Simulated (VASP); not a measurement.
# Te2Mo (P2_1/m) in VASP: a series of runs

The runs below take Te2Mo through single point, with BLYP, PBE exchange alone.

Program: VASP 6.6.1. These are calculated values, not measurements. Logs are shortened: lines on timing, memory, paths and dates and some standing lists are left out, and cuts for length are marked.

## 1. The cell of the first run

The structure is monoclinic, space group P2_1/m (No. 11). The conventional cell has a = 6.288 Å, b = 3.446 Å, c = 13.767 Å, α = 90.00°, β = 93.92°, γ = 90.00°. Within 3.9 Å of Te (site symmetry m) lie 3 Mo at 2.77 to 2.79 Å and 10 Te at 3.45 to 3.83 Å. Te (site symmetry m) has 3 Mo at 2.68 Å and 9 Te at 3.45 to 3.88 Å within 3.9 Å. Within 4.2 Å of Te (site symmetry m) lie 4 Mo at 2.77 to 4.05 Å and 11 Te at 3.45 to 4.12 Å. Te (site symmetry m) has 3 Mo at 2.68 to 2.69 Å and 9 Te at 3.45 to 3.88 Å within 3.9 Å. Mo (site symmetry m) has 6 Te at 2.68 to 2.80 Å and 4 Mo at 2.87 to 3.45 Å within 3.5 Å. Within 3.5 Å of Mo (site symmetry m) lie 6 Te at 2.68 to 2.79 Å and 4 Mo at 2.88 to 3.45 Å.

## 2. Single point, BLYP

Input file INCAR:

```
SYSTEM = Te2Mo
PREC = Accurate
ENCUT = 520
EDIFF = 1E-6
ISMEAR = -1
SIGMA = 0.05
LREAL = .False.
LASPH = .True.
NELM = 80
ALGO = Normal
ISIF = 2
LWAVE = .False.
LCHARG = .False.
GGA = B5
ALDAX = 1.0
AGGAX = 1.0
AGGAC = 1.0
ALDAC = 0.0
NBANDS = 64
```

Input file KPOINTS:

```
regular mesh
0
Gamma
  4 8 2
  0 0 0
```

Input file POSCAR:

```
Te2Mo
1.0
    6.2875154984      0.0000000000      0.0000000000
    0.0000000000      3.4457174193      0.0000000000
   -0.9404401904      0.0000000000     13.7348181532
Te Mo
8 4
Direct
    0.9437000000      0.7500000000      0.6045000000
    0.0563000000      0.2500000000      0.3955000000
    0.9030000000      0.2500000000      0.8514000000
    0.0970000000      0.7500000000      0.1486000000
    0.4112000000      0.7500000000      0.8955000000
    0.5888000000      0.2500000000      0.1045000000
    0.4432000000      0.2500000000      0.6484000000
    0.5568000000      0.7500000000      0.3516000000
    0.8167000000      0.7500000000      0.9926000000
    0.1833000000      0.2500000000      0.0074000000
    0.6819000000      0.2500000000      0.4934000000
    0.3181000000      0.7500000000      0.5066000000
```

Potentials or basis: VASP PAW PBE potentials, release 64 (Te, Mo_sv).

Started as:

```sh
cat potpaw_PBE.64/Te/POTCAR potpaw_PBE.64/Mo_sv/POTCAR > POTCAR
mpirun -np 1 vasp_std > vasp.out
```

OUTCAR:

```text
SYSTEM = Te2Mo
   PREC = Accurate
   ENCUT = 520
   EDIFF = 1E-6
   ISMEAR = -1
   LREAL = .False.
   LASPH = .True.
   NELM = 80
   ISIF = 2
   GGA = B5

 ion  position               nearest neighbor table
   1  0.944  0.750  0.605-  11 2.77  11 2.77  12 2.79   2 3.47   2 3.47   7 3.60   7 3.60   7 3.67
                             7 3.67
   2  0.056  0.250  0.395-  12 2.77  12 2.77  11 2.79   1 3.47   1 3.47   8 3.60   8 3.60   8 3.67
                             8 3.67
   3  0.903  0.250  0.851-   9 2.68   9 2.68  10 2.68   5 3.63   5 3.63   5 3.64   5 3.64
   4  0.097  0.750  0.149-  10 2.68  10 2.68   9 2.68   6 3.63   6 3.63   6 3.64   6 3.64
   5  0.411  0.750  0.895-  10 2.77  10 2.77   9 2.80   6 3.47   6 3.47   3 3.63   3 3.63   3 3.64
                             3 3.64
   6  0.589  0.250  0.105-   9 2.77   9 2.77  10 2.80   5 3.47   5 3.47   4 3.63   4 3.63   4 3.64
                             4 3.64
   7  0.443  0.250  0.648-  12 2.68  12 2.68  11 2.69   1 3.60   1 3.60   1 3.67   1 3.67
   8  0.557  0.750  0.352-  11 2.68  11 2.68  12 2.69   2 3.60   2 3.60   2 3.67   2 3.67
   9  0.817  0.750  0.993-   3 2.68   3 2.68   4 2.68   6 2.77   6 2.77   5 2.80  10 2.87  10 2.87

  10  0.183  0.250  0.007-   4 2.68   4 2.68   3 2.68   5 2.77   5 2.77   6 2.80   9 2.87   9 2.87

  11  0.682  0.250  0.493-   8 2.68   8 2.68   7 2.69   1 2.77   1 2.77   2 2.79  12 2.88  12 2.88

  12  0.318  0.750  0.507-   7 2.68   7 2.68   8 2.69   2 2.77   2 2.77   1 2.79  11 2.88  11 2.88

  LATTYP: Found a simple monoclinic cell.
 ALAT       =     6.2875154984
 B/A-ratio  =     0.5480252765
 C/A-ratio  =     2.1895734597
 COS(beta)  =    -0.0683113065

  Lattice vectors:

 A1 = (   6.2875154984,   0.0000000000,   0.0000000000)
 A2 = (   0.0000000000,   3.4457174193,   0.0000000000)
 A3 = (  -0.9404401904,   0.0000000000,  13.7348181532)

Analysis of symmetry for initial positions (statically):
=====================================================================
 Subroutine PRICEL returns:
 Original cell was already a primitive cell.

 Routine SETGRP: Setting up the symmetry group for a
 simple monoclinic supercell.

 Subroutine GETGRP returns: Found  4 space group operations
 (whereof  2 operations were pure point group operations)
 out of a pool of  4 trial point group operations.

The static configuration has the point symmetry S_2 .
 The point group associated with its full space group is C_2h.

Analysis of symmetry for dynamics (positions and initial velocities):
=====================================================================
 Subroutine PRICEL returns:
 Original cell was already a primitive cell.

 Routine SETGRP: Setting up the symmetry group for a
 simple monoclinic supercell.

 Subroutine GETGRP returns: Found  4 space group operations
 (whereof  2 operations were pure point group operations)
 out of a pool of  4 trial point group operations.

The dynamic configuration has the point symmetry S_2 .
 The point group associated with its full space group is C_2h.

 Subroutine INISYM returns: Found  4 space group operations
 (whereof  2 operations are pure point group operations),
 and found     1 'primitive' translations

----------------------------------------------------------------------------------------

                                     Primitive cell

  volume of cell :     297.5649

  direct lattice vectors                    reciprocal lattice vectors
     6.287515498  0.000000000  0.000000000     0.159045334  0.000000000  0.010890033
     0.000000000  3.445717419  0.000000000     0.000000000  0.290215325  0.000000000
    -0.940440190  0.000000000 13.734818153     0.000000000  0.000000000  0.072807662

  length of vectors
     6.287515498  3.445717419 13.766977063     0.159417725  0.290215325  0.072807662

  position of ions in fractional coordinates (direct lattice)
     0.943700000  0.750000000  0.604500000
     0.056300000  0.250000000  0.395500000
     0.903000000  0.250000000  0.851400000
     0.097000000  0.750000000  0.148600000
     0.411200000  0.750000000  0.895500000
     0.588800000  0.250000000  0.104500000
     0.443200000  0.250000000  0.648400000
     0.556800000  0.750000000  0.351600000
     0.816700000  0.750000000  0.992600000
     0.183300000  0.250000000  0.007400000
     0.681900000  0.250000000  0.493400000
     0.318100000  0.750000000  0.506600000

  ion indices of the primitive-cell ions
   primitive index   ion index
                 1           1
                 2           2
                 3           3
                 4           4
                 5           5
                 6           6
                 7           7
                 8           8
                 9           9
                10          10
                11          11
                12          12

----------------------------------------------------------------------------------------

 KPOINTS: regular mesh

Automatic generation of k-mesh.
 Grid dimensions read from file:
 generate k-points for:    4    8    2

 Generating k-lattice:

  Cartesian coordinates                     Fractional coordinates (reciprocal lattice)
     0.039761333  0.000000000  0.002722508     0.250000000  0.000000000  0.000000000
     0.000000000  0.036276916  0.000000000     0.000000000  0.125000000  0.000000000
     0.000000000  0.000000000  0.036403831     0.000000000  0.000000000  0.500000000

  Length of vectors
     0.039854431  0.036276916  0.036403831

  Shift w.r.t. Gamma in fractional coordinates (k-lattice)
     0.000000000  0.000000000  0.000000000

 Subroutine IBZKPT returns following result:
 ===========================================

 Found     30 irreducible k-points:

 Following reciprocal coordinates:
            Coordinates               Weight
  0.000000  0.000000  0.000000      1.000000
  0.250000  0.000000  0.000000      2.000000
  0.500000  0.000000  0.000000      1.000000
  0.000000  0.125000  0.000000      2.000000
  0.250000  0.125000  0.000000      4.000000
  0.500000  0.125000  0.000000      2.000000
[... 16 lines left out ...]
  0.250000  0.250000  0.500000      4.000000
  0.500000  0.250000  0.500000      2.000000
 [... further k-points ...]
   k-points           NKPTS =     30   k-points in BZ     NKDIM =     30   number of bands    NBANDS=     64
   number of dos      NEDOS =    301   number of ions     NIONS =     12
   total plane-waves  NPLWV = 145152
   dimension x,y,z NGX =    48 NGY =   28 NGZ =  108
   dimension x,y,z NGXF=    96 NGYF=   56 NGZF=  216
   ions per type =               8   4
   NGX,Y,Z   is equivalent  to a cutoff of  12.69, 13.51, 13.04 a.u.
   NGXF,Y,Z  is equivalent  to a cutoff of  25.38, 27.02, 26.08 a.u.
 SYSTEM =  Te2Mo
   PREC   = accura    normal or accurate (medium, high low for compatibility)
   ISTART =      0    job   : 0-new  1-cont  2-samecut
   ICHARG =      2    charge: 1-file 2-atom 10-const
   ISPIN  =      1    spin polarized calculation?
   LNONCOLLINEAR =      F non collinear calculations
   LSORBIT =      F    spin-orbit coupling
   LASPH  =      T    aspherical Exc in radial PAW
   ENCUT  =  520.0 eV  38.22 Ry    6.18 a.u.  11.69  6.41 25.60*2*pi/ulx,y,z
   NELM   =     80;   NELMIN=  2; NELMDL= -5     # of ELM steps
   EDIFF  = 0.1E-05   stopping-criterion for ELM
   LREAL  =      F    real-space projection
   EDIFFG = 0.1E-04   stopping-criterion for IOM
   NSW    =      0    number of steps for IOM
   IBRION =     -1    ionic relax: 0-MD 1-quasi-New 2-CG
   NFREE  =      0    steps in history (QN), initial steepest desc. (CG)
   ISIF   =      2    stress and relaxation
   ISYM   =      2    0-nonsym 1-usesym 2-fastsym
   POTIM  = 0.5000    time-step for ionic-motion
   TEBEG  =    0.0;   TEEND  =   0.0 temperature during run
   PSTRESS=    0.0 pullay stress
   NELECT =     104.0000    total number of electrons
   NUPDOWN=      -1.0000    fix difference up-down
   EMIN   =  10.00;   EMAX   =-10.00  energy-range for DOS
   EFERMI =   0.00;   METHOD = LEGACY
   ISMEAR =    -1;   SIGMA  =   0.05  broadening in eV -4-tet -1-fermi 0-gaus
   EFERMI_NEDOS =   21; number of points for ismear=-14 and -15
   IALGO  =     38    algorithm
   IMIX   =      4    mixing-type and parameters
     AMIX     =   0.40;   BMIX     =  1.00
     AMIX_MAG =   1.60;   BMIX_MAG =  1.00
  volume/ion in A,a.u.               =      24.80       167.34
  Fermi-wavevector in a.u.,A,eV,Ry     =   1.153167  2.179169 18.092936  1.329793
  Thomas-Fermi vector in A             =   2.289813
   LORBIT       =      0    0 simple, 1 ext, 2 COOP (PROOUT), +10 PAW based schemes
   GGA     = B5    functional components
   LHFCALC =     F    Hartree Fock is set to
   AEXX    =    0.0000 exact exchange contribution
   IVDW    =     0    specifies the selected vdW correction
   LEPSILON=     F    determine dielectric tensor
   LRPA    =     F    only Hartree local field effects (RPA)
 non-spin polarized calculation
  energy-cutoff  :      520.00
  volume of cell :      297.56
 maximum number of plane-waves:      8065
 NGX is ok and might be reduce to    48
   NGX = 23   NGY = 13   NGZ = 51

 number of electron     103.9999997 magnetization

 Free energy of the ion-electron system (eV)
  ---------------------------------------------------
  ext. energy  EPLUGINS =         0.00000000
  ---------------------------------------------------
  free energy    TOTEN  =       -59.63419747 eV

  energy without entropy =      -59.59929106  energy(sigma->0) =      -59.61674427

 E-fermi :   8.9768     XC(G=0):  -9.8213

 val. band max:        8.9693872990   @ k =   0.0000   0.1250   0.0000
 cond. band min:       8.9908329245   @ k =   0.2500   0.1250   0.0000
 fundamental gap:      0.0214456255
 Fermi energy:         8.9768422846

 k-point     1 :       0.0000    0.0000    0.0000
  band No.  band energies     occupation
      1     -51.9096      2.00000
      2     -51.8851      2.00000
      3     -51.8465      2.00000
      4     -51.8205      2.00000
      5     -26.3146      2.00000
      6     -26.2928      2.00000
[... 1597 lines left out ...]
     63      11.3174      0.00000
     64      11.4541      0.00000

 [... further k-points ...]
[... 5 lines left out ...]
  --------------------------------------------------------------------------------------
  -------------------------------------------------------------------------------------
  Total       21.6983735     21.7765899     19.8312384      0.0000000      0.0000000      0.1653611
  in kB      116.8304698    117.2516099    106.7772611      0.0000000      0.0000000      0.8903531
  external PRESSURE =     113.6197803 kB  Pullay stress =       0.0000000 kB

 VOLUME and BASIS-vectors are now :
 -----------------------------------------------------------------------------
  energy-cutoff  :      520.00
  volume of cell :      297.56
      direct lattice vectors                 reciprocal lattice vectors
     6.287515498  0.000000000  0.000000000     0.159045334  0.000000000  0.010890033
     0.000000000  3.445717419  0.000000000     0.000000000  0.290215325  0.000000000
    -0.940440190  0.000000000 13.734818153     0.000000000  0.000000000  0.072807662

 POSITION                                       TOTAL-FORCE (eV/Angst)
 -----------------------------------------------------------------------------------
      5.36503      2.58429      8.30270         0.082141     -0.000000      0.634842
     -0.01796      0.86143      5.43212        -0.082141     -0.000000     -0.634842
      4.87694      0.86143     11.69382        -0.028073     -0.000000     -0.886894
      0.47014      2.58429      2.04099         0.028073     -0.000000      0.886894
      1.74326      2.58429     12.29953         0.052162      0.000000     -0.586741
      3.60381      0.86143      1.43529        -0.052162     -0.000000      0.586741
      2.17685      0.86143      8.90566        -0.060608     -0.000000      0.844089
      3.17023      2.58429      4.82916         0.060608      0.000000     -0.844089
      4.20153      2.58429     13.63318        -0.077209     -0.000000      0.036902
      1.14554      0.86143      0.10164         0.077209     -0.000000     -0.036902
      3.82344      0.86143      6.77676        -0.034451     -0.000000      0.057439
      1.52363      2.58429      6.95806         0.034451     -0.000000     -0.057439
 -----------------------------------------------------------------------------------
    total drift:                               -0.000000      0.000000     -0.000000

  FREE ENERGIE OF THE ION-ELECTRON SYSTEM (eV)
  ---------------------------------------------------
  free  energy   TOTEN  =       -59.6341974715 eV

  energy  without entropy=      -59.5992910640  energy(sigma->0) =      -59.61674427
```

Wall time 6.5 min (1 thread of Intel Xeon 6975P-C (Granite Rapids), shared host); peak memory 0.64 GiB.

Results:

* Free energy: -59.6342 eV
* Pressure: 11.4 GPa
* Largest force: 0.887 eV/Å
* Band gap on the k mesh: zero (bands 52 and 53 overlap by 0.20 eV)

Forces on the atoms (eV/Å):
```
Te   0.082  0.000  0.635
Te  -0.082  0.000 -0.635
Te  -0.028  0.000 -0.887
Te   0.028  0.000  0.887
Te   0.052  0.000 -0.587
Te  -0.052  0.000  0.587
Te  -0.061  0.000  0.844
Te   0.061  0.000 -0.844
Mo  -0.077  0.000  0.037
Mo   0.077  0.000 -0.037
Mo  -0.034  0.000  0.057
Mo   0.034  0.000 -0.057
```

Stress tensor (GPa, compression positive):
```
11.68  0.00  0.09
 0.00 11.73  0.00
 0.09  0.00 10.68
```

Caveat: the cell stands under pressure; the PAW data sets were made with another functional, which shifts forces and pressure a little; spin-orbit coupling is left out, which moves the levels of the heavy elements.

## 3. Single point, PBE exchange alone

Input file INCAR:

```
SYSTEM = Te2Mo
AGGAC = 0.0 ; ALDAC = 0.0
ALGO = Normal ; EDIFF = 1E-7
ENCUT = 520 ; GGA = PE
ISIF = 2 ; ISMEAR = -1
LASPH = .TRUE. ; LCHARG = .FALSE.
LREAL = .FALSE. ; LWAVE = .FALSE.
NBANDS = 64 ; NELM = 80
PREC = Accurate ; SIGMA = 0.05
```

Input file KPOINTS:

```
k-points
0
G
  4 8 2
  0 0 0
```

POSCAR is that of step 2.

Potentials or basis: VASP PAW PBE potentials, release 64 (Te, Mo_sv).

Started as:

```sh
cat potpaw_PBE.64/Te/POTCAR potpaw_PBE.64/Mo_sv/POTCAR > POTCAR
mpirun -np 1 vasp_std > vasp.out
```

Wall time 6.3 min (1 thread of Intel Xeon 6975P-C (Granite Rapids), shared host); peak memory 0.64 GiB.

The run converged. Its results:

```yaml
Free_energy: -48.3649 eV
Pressure: 19.1 GPa
Largest_force: 1.531 eV/Å
Band_gap_on_the_k_mesh: zero (bands 52 and 53 overlap by 0.19 eV)
```

Forces in eV/Å, atoms in the order of the input:
```
Te   0.127  0.000  1.091
Te  -0.127  0.000 -1.091
Te  -0.031  0.000 -1.531
Te   0.031  0.000  1.531
Te   0.077  0.000 -1.039
Te  -0.077  0.000  1.039
Te  -0.090  0.000  1.486
Te   0.090  0.000 -1.486
Mo  -0.171  0.000  0.042
Mo   0.171  0.000 -0.042
Mo   0.051  0.000  0.073
Mo  -0.051  0.000 -0.073
```

Stress tensor (GPa, compression positive):
```
19.41  0.00  0.08
 0.00 19.54  0.00
 0.08  0.00 18.48
```

Levels at points of the mesh, in eV from the Fermi level:
```tsv
k point	band 49	band 50	band 51	band 52	band 53	band 54	band 55	band 56
(0.00, 0.00, 0.00)	-0.44	-0.13	0.08	0.12	0.45	0.70	0.89	0.99
(0.50, 0.00, 0.00)	-0.92	-0.86	-0.65	-0.56	-0.07	0.00	0.90	0.92
(0.00, 0.50, 0.00)	-1.56	-1.56	-1.48	-1.48	1.05	1.05	1.19	1.19
(0.50, 0.50, 0.00)	-1.07	-1.07	-0.98	-0.98	1.03	1.03	1.10	1.10
(0.00, 0.00, 0.50)	-0.07	-0.03	-0.02	-0.02	0.47	0.58	0.91	0.97
(0.50, 0.00, 0.50)	-0.92	-0.85	-0.66	-0.41	-0.02	0.03	0.86	0.95
(0.00, 0.50, 0.50)	-1.60	-1.60	-1.51	-1.51	1.03	1.03	1.18	1.18
(0.50, 0.50, 0.50)	-1.06	-1.06	-0.98	-0.98	1.05	1.05	1.06	1.06
```

Caveat: the cell stands under pressure; spin-orbit coupling is left out, which moves the levels of the heavy elements; forces of over 1 eV/Å act on the atoms, so gaps and moduli don't describe the material at rest.
